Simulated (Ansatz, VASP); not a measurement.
# One calculation of Mg, two programs

```
Mg
1.0
     0.00000    2.19883    2.19883
     2.19883    0.00000    2.19883
     2.19883    2.19883    0.00000
Mg
1
Direct
  0.00000 0.00000 0.00000
```

Change from the starting cell: volume scaled by 0.9405, PAW files.

Alike in both runs: task electric field gradients; functional LDA; k mesh 16 × 16 × 16; occupations fermi-dirac, width 0.03 eV; no spin polarisation.

|  | VASP | Ansatz |
| --- | --- | --- |
| version | VASP 6.6.1 | Ansatz 0.2.0 |
| potentials or method | VASP PAW LDA potentials, release 64 (Mg) | PAW with Ansatz's default frozen-core files, scalar-relativistic |
| plane-wave cutoff (eV) | 520 | 420 |
| valence electrons in the cell | 2 | 10 |

Ansatz gave:

| Quantity | Value |
| --- | --- |
| pressure (GPa) | 1.0 |

**Question.** Which values does VASP return?

**Answer.** Pressure (GPa): 0.7.

LDA's correlation is that of Perdew and Zunger in VASP and of Perdew and Wang (1992) in Ansatz. VASP's potentials hold 2 valence electrons a cell and Ansatz's 10, so a difference there can come from the potentials and not from the codes.
